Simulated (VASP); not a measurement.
# HfN (F222) in VASP: notebook, part 2 of 2

VASP 6.6.1.

### Step 3. Single point, PBEsol (strain +0.0625 x Voigt [1, -1, 0, 0, 0, 0])

INCAR

```
PREC = Accurate ; ENCUT = 520
EDIFF = 1E-6 ; ISMEAR = 0
SIGMA = 0.15 ; LREAL = False
LASPH = True ; NELM = 100
ALGO = Normal ; ISIF = 2
LWAVE = False ; LCHARG = True
GGA = PS ; LELF = True
LVHAR = True ; NBANDS = 14
```

KPOINTS

```
regular mesh
0
Gamma
  16 16 16
```

POSCAR

```
HfN
1.0
    0.0000000000      2.3013956250      2.4548220000
    2.6082483750      0.0000000000      2.4548220000
    2.6082483750      2.3013956250      0.0000000000
Hf N
1 1
Direct
    0.0000000000      0.0000000000      0.0000000000
    0.7500000000      0.7500000000      0.7500000000
```

Potentials or basis: VASP PAW PBE potentials, release 64 (Hf_pv, N).

Command:

```console
$ cat potpaw_PBE.64/Hf_pv/POTCAR potpaw_PBE.64/N/POTCAR > POTCAR
$ mpirun -np 1 vasp_std > vasp.out
```

OUTCAR:

```text
PREC = Accurate
   ENCUT = 520
   EDIFF = 1E-6
   ISMEAR = 0
   LREAL = False
   LASPH = True
   NELM = 100
   ISIF = 2
   GGA = PS

 ion  position               nearest neighbor table
   1  0.000  0.000  0.000-   2 2.13   2 2.13   2 2.13   2 2.13
   2  0.750  0.750  0.750-   1 2.13   1 2.13   1 2.13   1 2.13

  LATTYP: Found a face centered orthorhombic cell.
 ALAT       =     4.6027912500
 B/A-ratio  =     1.0666666667
 C/A-ratio  =     1.1333333333

  Lattice vectors:

 A1 = (  -2.6082483750,   0.0000000000,  -2.4548220000)
 A2 = (  -2.6082483750,   2.3013956250,   0.0000000000)
 A3 = (   0.0000000000,   2.3013956250,  -2.4548220000)

Analysis of symmetry for initial positions (statically):
=====================================================================
 Subroutine PRICEL returns:
 Original cell was already a primitive cell.

 Routine SETGRP: Setting up the symmetry group for a
 face centered orthorhombic supercell.

 Subroutine GETGRP returns: Found  4 space group operations
 (whereof  4 operations were pure point group operations)
 out of a pool of  8 trial point group operations.

The static configuration has the point symmetry D_2 .

Analysis of symmetry for dynamics (positions and initial velocities):
=====================================================================
 Subroutine PRICEL returns:
 Original cell was already a primitive cell.

 Routine SETGRP: Setting up the symmetry group for a
 face centered orthorhombic supercell.

 Subroutine GETGRP returns: Found  4 space group operations
 (whereof  4 operations were pure point group operations)
 out of a pool of  8 trial point group operations.

The dynamic configuration has the point symmetry D_2 .

 Subroutine INISYM returns: Found  4 space group operations
 (whereof  4 operations are pure point group operations),
 and found     1 'primitive' translations

----------------------------------------------------------------------------------------

[... 117 lines left out ...]
   GGA     = PS    functional components
   LHFCALC =     F    Hartree Fock is set to
   AEXX    =    0.0000 exact exchange contribution
   IVDW    =     0    specifies the selected vdW correction
   LEPSILON=     F    determine dielectric tensor
   LRPA    =     F    only Hartree local field effects (RPA)
 non-spin polarized calculation
 Gauss-broadening in eV      SIGMA  =   0.15
  energy-cutoff  :      520.00
  volume of cell :       29.47
 maximum number of plane-waves:       821
 NGX is ok and might be reduce to    28
   NGX = 13   NGY = 13   NGZ = 13

 number of electron      15.0000002 magnetization

 Free energy of the ion-electron system (eV)
  ---------------------------------------------------
  ext. energy  EPLUGINS =         0.00000000
  ---------------------------------------------------
  free energy    TOTEN  =       -22.15305265 eV

  energy without entropy =      -22.14541244  energy(sigma->0) =      -22.14923255

 E-fermi :   5.6656     XC(G=0): -11.4222

 val. band max:        5.6622621749   @ k =   0.3125  -0.1875   0.1875
 cond. band min:       5.6682719597   @ k =   0.3125   0.5000   0.1875
 fundamental gap:      0.0060097848
 Fermi energy:         5.6655718903

 k-point     1 :       0.0000    0.0000    0.0000
  band No.  band energies     occupation
      1     -25.4324      2.00000
      2     -25.4149      2.00000
      3     -25.4110      2.00000
      4     -10.4589      2.00000
      5       0.0776      2.00000
      6       0.2836      2.00000
      7       0.4202      2.00000
      8       4.8439      2.00000
      9       7.1915      0.00000
     10       8.4944      0.00000
     11      11.1678      0.00000
     12      12.1952      0.00000
     13      13.1275      0.00000
     14      17.9448      0.00000
[... 377 lines left out ...]
      1     -25.4708      2.00000
      2     -25.4277      2.00000
      3     -25.4225      2.00000
      4     -10.3331      2.00000
      5      -0.0560      2.00000
      6       0.3061      2.00000
      7       0.4307      2.00000
      8       5.3834      1.99218
      9       7.0656      0.00000
     10       8.3453      0.00000
     11      11.3351      0.00000
     12      12.2519      0.00000
     13      13.0645      0.00000
     14      17.5466      0.00000

 [... further k-points ...]
[... 5 lines left out ...]
  --------------------------------------------------------------------------------------
  -------------------------------------------------------------------------------------
  Total       -2.8927194      0.4574705     -0.7898125      0.0000000      0.0000000      0.0000000
  in kB     -157.2630372     24.8704397    -42.9382493      0.0000000      0.0000000      0.0000000
  external PRESSURE =     -58.4436156 kB  Pullay stress =       0.0000000 kB

 VOLUME and BASIS-vectors are now :
 -----------------------------------------------------------------------------
  energy-cutoff  :      520.00
  volume of cell :       29.47
      direct lattice vectors                 reciprocal lattice vectors
     0.000000000  2.301395625  2.454822000    -0.191699535  0.217259473  0.203680756
     2.608248375  0.000000000  2.454822000     0.191699535 -0.217259473  0.203680756
     2.608248375  2.301395625  0.000000000     0.191699535  0.217259473 -0.203680756

 POSITION                                       TOTAL-FORCE (eV/Angst)
 -----------------------------------------------------------------------------------
      0.00000      0.00000      0.00000         0.000000      0.000000      0.000000
      3.91237      3.45209      3.68223        -0.000000     -0.000000     -0.000000
 -----------------------------------------------------------------------------------
    total drift:                               -0.000000      0.000000     -0.000000

  FREE ENERGIE OF THE ION-ELECTRON SYSTEM (eV)
  ---------------------------------------------------
  free  energy   TOTEN  =       -22.1530526498 eV

  energy  without entropy=      -22.1454124441  energy(sigma->0) =      -22.14923255
```

OSZICAR:

```text
N       E                     dE             d eps       ncg     rms          rms(c)
DAV:   1     0.406197221218E+02    0.40620E+02   -0.77159E+03 17396   0.977E+02
DAV:   2    -0.230214525648E+02   -0.63641E+02   -0.59453E+02 23578   0.231E+02
DAV:   3    -0.254658719830E+02   -0.24444E+01   -0.24346E+01 20352   0.378E+01
DAV:   4    -0.254795730209E+02   -0.13701E-01   -0.13700E-01 20622   0.335E+00
DAV:   5    -0.254797118482E+02   -0.13883E-03   -0.13883E-03 20526   0.299E-01    0.539E+01
DAV:   6    -0.223073157574E+02    0.31724E+01   -0.11565E+01 19464   0.235E+01    0.391E+01
DAV:   7    -0.221829636695E+02    0.12435E+00   -0.68517E-01 18894   0.726E+00    0.245E+01
DAV:   8    -0.221614140469E+02    0.21550E-01   -0.11447E-01 20928   0.296E+00    0.639E+00
DAV:   9    -0.221532646420E+02    0.81494E-02   -0.22411E-02 19668   0.111E+00    0.173E+00
DAV:  10    -0.221530971159E+02    0.16753E-03   -0.16096E-03 21258   0.358E-01    0.333E-01
DAV:  11    -0.221530548271E+02    0.42289E-04   -0.13002E-04 19656   0.106E-01    0.800E-02
DAV:  12    -0.221530527433E+02    0.20838E-05   -0.19842E-05 23466   0.344E-02    0.237E-02
DAV:  13    -0.221530526498E+02    0.93492E-07   -0.76365E-07 11550   0.848E-03
   1 F= -.22153053E+02 E0= -.22149233E+02  d E =-.764021E-02
```

Run time: 1.9 min. Hardware: 1 thread of Intel Xeon 6975P-C (Granite Rapids), shared host; peak memory 0.38 GiB.

Results:

- Free energy: -22.1531 eV
- Pressure: -5.8 GPa
- Band gap on the k mesh: zero (an odd number of electrons rules out a gap without spin polarisation)

Stress tensor (GPa, compression positive):
```
-15.73   0.00   0.00
  0.00   2.49   0.00
  0.00   0.00  -4.29
```

Levels at points of the mesh, in eV from the Fermi level:
```tsv
k point	band 4	band 5	band 6	band 7	band 8	band 9	band 10	band 11	band 12	band 13
(0.00, 0.00, 0.00)	-16.12	-5.59	-5.38	-5.25	-0.82	1.53	2.83	5.50	6.53	7.46
(0.50, 0.00, 0.00)	-15.01	-5.77	-5.14	-4.58	1.41	2.61	2.89	3.88	5.27	5.60
(0.50, 0.50, 0.00)	-14.61	-6.96	-3.87	-3.46	-1.14	1.64	4.42	4.58	4.84	10.10
(0.50, 0.00, 0.50)	-14.71	-6.80	-3.88	-3.70	-0.72	2.03	4.15	4.49	4.77	11.12
(0.00, 0.50, 0.50)	-14.56	-7.09	-3.52	-3.32	-1.51	1.81	4.13	4.57	4.57	8.93
```

Caveat: the cell differs from its parent crystal (strain +0.0625 x Voigt [1, -1, 0, 0, 0, 0]); the cell stands under tension; the PAW data sets were made with another functional, which shifts forces and pressure a little; spin-orbit coupling is left out, which moves the levels of the heavy elements.

### Step 4. Single point, PBEsol (strain +0.0250 x Voigt [1, -1, 0, 0, 0, 0])

INCAR

```
SYSTEM = HfN
PREC     = Accurate       ! precision mode
ENCUT    = 520            ! plane-wave cutoff, eV
EDIFF    = 1E-6           ! SCF threshold, eV
ISMEAR   = 0              ! smearing method
SIGMA    = 0.15           ! smearing width, eV
LREAL    = .FALSE.        ! projectors in reciprocal space
LASPH    = .TRUE.         ! aspherical terms in the spheres
NELM     = 80             ! most SCF steps
ALGO     = Normal         ! electronic algorithm
ISIF     = 2              ! what is computed and relaxed
LWAVE    = .FALSE.        ! write WAVECAR
LCHARG   = .TRUE.         ! write CHGCAR
GGA      = PS             ! functional
LELF     = .TRUE.         ! ELF
LVHAR    = .TRUE.       
NBANDS   = 14             ! bands
```

KPOINTS

```
regular mesh
0
G
  16 16 16
  0 0 0
```

POSCAR

```
HfN
1.0
    0.0000000000      2.3934514500      2.4548220000
    2.5161925500      0.0000000000      2.4548220000
    2.5161925500      2.3934514500      0.0000000000
Hf N
1 1
Direct
    0.0000000000      0.0000000000      0.0000000000
    0.7500000000      0.7500000000      0.7500000000
```

Command:

```console
$ cat potpaw_PBE.64/Hf_pv/POTCAR potpaw_PBE.64/N/POTCAR > POTCAR
$ mpirun -np 1 vasp_std > vasp.out
```

It took 1.7 min on 1 thread of Intel Xeon 6975P-C (Granite Rapids), shared host; peak memory 0.38 GiB.

It converged, with:

* Free energy: -22.2391 eV
* Pressure: -5.9 GPa
* Band gap on the k mesh: zero (an odd number of electrons rules out a gap without spin polarisation)

Stress tensor (GPa, compression positive):
```
-9.81  0.00  0.00
 0.00 -2.26  0.00
 0.00  0.00 -5.62
```

Levels at points of the mesh, in eV from the Fermi level:
| k point | band 6 | band 7 | band 8 | band 9 | band 10 | band 11 |
| --- | --- | --- | --- | --- | --- | --- |
| (0.00, 0.00, 0.00) | -5.44 | -5.38 | -0.75 | 1.92 | 2.47 | 6.17 |
| (0.50, 0.00, 0.00) | -4.98 | -4.75 | 1.52 | 2.67 | 2.75 | 4.11 |
| (0.50, 0.50, 0.00) | -3.69 | -3.53 | -1.14 | 2.04 | 4.08 | 4.60 |
| (0.50, 0.00, 0.50) | -3.71 | -3.63 | -0.98 | 2.16 | 4.02 | 4.61 |
| (0.00, 0.50, 0.50) | -3.57 | -3.49 | -1.30 | 2.04 | 4.04 | 4.61 |

Caveat: the cell differs from its parent crystal (strain +0.0250 x Voigt [1, -1, 0, 0, 0, 0]); the cell stands under tension; the PAW data sets were made with another functional, which shifts forces and pressure a little; spin-orbit coupling is left out, which moves the levels of the heavy elements.

### Step 5. Single point, PBEsol (strain +0.0375 x Voigt [1, -1, 0, 0, 0, 0])

INCAR

```
PREC     = Accurate       # precision mode
ENCUT    = 520            # plane-wave cutoff, eV
EDIFF    = 1E-6           # SCF threshold, eV
ISMEAR   = 0              # smearing method
SIGMA    = 0.15           # smearing width, eV
LREAL    = False          # projectors in reciprocal space
LASPH    = True           # aspherical terms in the spheres
NELM     = 80             # most SCF steps
ALGO     = Normal         # electronic algorithm
ISIF     = 2              # what is computed and relaxed
LWAVE    = False          # write WAVECAR
LCHARG   = False          # write CHGCAR
GGA      = PS             # functional
NBANDS   = 14             # bands
```

KPOINTS

```
Automatic mesh
0
Gamma
  16 16 16
```

POSCAR

```
HfN
1.0
    0.0000000000      2.3627661750      2.4548220000
    2.5468778250      0.0000000000      2.4548220000
    2.5468778250      2.3627661750      0.0000000000
Hf N
1 1
Direct
    0.0000000000      0.0000000000      0.0000000000
    0.7500000000      0.7500000000      0.7500000000
```

Command:

```console
$ cat potpaw_PBE.64/Hf_pv/POTCAR potpaw_PBE.64/N/POTCAR > POTCAR
$ mpirun -np 1 vasp_std > vasp.out
```

It took 1.8 min on 1 thread of Intel Xeon 6975P-C (Granite Rapids), shared host; peak memory 0.37 GiB.

The run converged. Its results:

- Free energy: -22.2183 eV
- Pressure: -5.9 GPa
- Band gap on the k mesh: zero (an odd number of electrons rules out a gap without spin polarisation)

Stress tensor (GPa, compression positive):
```
-11.79   0.00   0.00
  0.00  -0.57   0.00
  0.00   0.00  -5.27
```

Levels at points of the mesh, in eV from the Fermi level:
```
           k point  band 5  band 6  band 7  band 8  band 9  band 10  band 11  band 12
(0.00, 0.00, 0.00)   -5.55   -5.43   -5.34   -0.76    1.79     2.59     5.95     6.56
(0.50, 0.00, 0.00)   -5.75   -5.04   -4.69    1.49    2.65     2.78     4.04     5.25
(0.50, 0.50, 0.00)   -6.94   -3.75   -3.50   -1.14    1.93     4.17     4.59     4.75
(0.50, 0.00, 0.50)   -6.85   -3.77   -3.65   -0.90    2.13     4.04     4.58     4.71
(0.00, 0.50, 0.50)   -7.02   -3.55   -3.43   -1.37    1.97     4.07     4.59     4.62
```

Caveat: the cell differs from its parent crystal (strain +0.0375 x Voigt [1, -1, 0, 0, 0, 0]); the cell stands under tension; the PAW data sets were made with another functional, which shifts forces and pressure a little; spin-orbit coupling is left out, which moves the levels of the heavy elements.

### Step 6. The runs side by side

| cell | gap on the mesh (eV) | pressure (GPa) |
| --- | --- | --- |
| a = 3.344, b = 3.604, c = 3.481 Å, angles 56.3, 63.7, 60.0°, 2 atoms | none | -5.8 |
| a = 3.365, b = 3.582, c = 3.478 Å, angles 56.9, 63.1, 60.0°, 2 atoms | none | -5.8 |
| a = 3.429, b = 3.515, c = 3.473 Å, angles 58.8, 61.2, 60.0°, 2 atoms | none | -5.9 |
| a = 3.407, b = 3.537, c = 3.474 Å, angles 58.1, 61.9, 60.0°, 2 atoms | none | -5.9 |

Alike in all rows: task single point; level PBEsol; potentials or basis VASP PAW PBE potentials, release 64 (Hf_pv, N); no spin polarisation; k mesh 16 × 16 × 16; cutoff (eV) 520; smearing gaussian 0.15 eV.

Caveats: the cell stands under tension; the PAW data sets were made with another functional, which shifts forces and pressure a little; spin-orbit coupling is left out, which moves the levels of the heavy elements.

Total energies depend on the potentials used, so only differences within one code and one set of settings carry meaning.
